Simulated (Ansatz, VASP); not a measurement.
## BeCd2S3 in VASP and in Ansatz

Contents of INCAR:

```
SYSTEM = BeCd2S3
PREC = Accurate
ENCUT = 520
EDIFF = 1E-7
ISMEAR = 0
SIGMA = 0.1
LREAL = .False.
LASPH = .True.
NELM = 100
ALGO = Normal
ISIF = 2
LWAVE = .False.
LCHARG = .False.
GGA = PE
NBANDS = 56
```

Contents of KPOINTS:

```
regular mesh
0
Gamma
  2 2 2
  0 0 0
```

File POSCAR:

```
BeCd2S3
1.0
    0.0000000000      0.0000000000     -6.3526059032
    5.9063116714     -3.4162184943      0.0000000000
   -5.9063116714     -3.4162184943      0.0000000000
Be Cd S
2 4 6
Direct
    0.5015252756      0.8471801326      0.8471801326
    0.0015252756      0.1528198674      0.1528198674
    0.5044899859      0.4853860088      0.1673920157
    0.0044899859      0.5146139912      0.8326079843
    0.5044899859      0.1673920157      0.4853860088
    0.0044899859      0.8326079843      0.5146139912
    0.4064398791      0.8354737932      0.5436604069
    0.4064398791      0.5436604069      0.8354737932
    0.3421149945      0.1218934389      0.1218934389
    0.9064398791      0.4563395931      0.1645262068
    0.9064398791      0.1645262068      0.4563395931
    0.8421149945      0.8781065611      0.8781065611
```

Input for Ansatz:

```yaml
crystal:
  lattice:
    - [0.0, 0.0, -6.3526059032]
    - [5.9063116714, -3.4162184943, 0.0]
    - [-5.9063116714, -3.4162184943, 0.0]
  atoms:
    - { symbol: Be, position: [0.5015252756, 0.8471801326, 0.8471801326] }
    - { symbol: Be, position: [0.0015252756, 0.1528198674, 0.1528198674] }
    - { symbol: Cd, position: [0.5044899859, 0.4853860088, 0.1673920157] }
    - { symbol: Cd, position: [0.0044899859, 0.5146139912, 0.8326079843] }
    - { symbol: Cd, position: [0.5044899859, 0.1673920157, 0.4853860088] }
    - { symbol: Cd, position: [0.0044899859, 0.8326079843, 0.5146139912] }
    - { symbol: S, position: [0.4064398791, 0.8354737932, 0.5436604069] }
    - { symbol: S, position: [0.4064398791, 0.5436604069, 0.8354737932] }
    - { symbol: S, position: [0.3421149945, 0.1218934389, 0.1218934389] }
    - { symbol: S, position: [0.9064398791, 0.4563395931, 0.1645262068] }
    - { symbol: S, position: [0.9064398791, 0.1645262068, 0.4563395931] }
    - { symbol: S, position: [0.8421149945, 0.8781065611, 0.8781065611] }
basis:
  ecutwfc: 420
kpoints:
  mp_grid: { grid: [2, 2, 2] }
hamiltonian:
  xc: pbe
scf:
  occupations: { method: gaussian, width: 0.1 }
  lower_state_search: "off"
output:
  forces: true
  stress: true
  eigenvalues: true
```

Alike in both runs: task single point; functional PBE; k mesh 2 × 2 × 2; occupations gaussian, width 0.1 eV; no spin polarisation.

|  | VASP | Ansatz |
| --- | --- | --- |
| version | VASP 6.6.1 | Ansatz 0.2.0 |
| potentials or method | VASP PAW PBE potentials, release 64 (Be, Cd, S), cutoff 520 eV | scalar-relativistic, plane waves, PAW |
| valence electrons in the cell | 88 | 120 |

Ansatz gave:

```
gap on the k mesh at the Fermi level (eV)                     : 1.97
least direct gap on the mesh (eV)                             : 1.97
pressure (GPa)                                                : 0.0
traceless stress, the component that is largest in VASP (GPa) : -0.15
rms of the force components (eV/Å)                            : 0.029
```

**Question.** What did VASP give for the same quantities?

**Answer.** gap on the k mesh at the Fermi level (eV): 1.97; least direct gap on the mesh (eV): 1.97; pressure (GPa): 0.3; traceless stress, the component that is largest in VASP (GPa): -0.15; rms of the force components (eV/Å): 0.023.

Atom by atom the forces differ by 0.014 eV/Å (rms over components). The functional is the same, so the differences come from potentials, cutoffs and numerics. VASP's potentials hold 88 valence electrons a cell and Ansatz's 120, so a difference there can come from the potentials and not from the codes.

The k mesh is coarse, so the values compare programs but aren't converged.
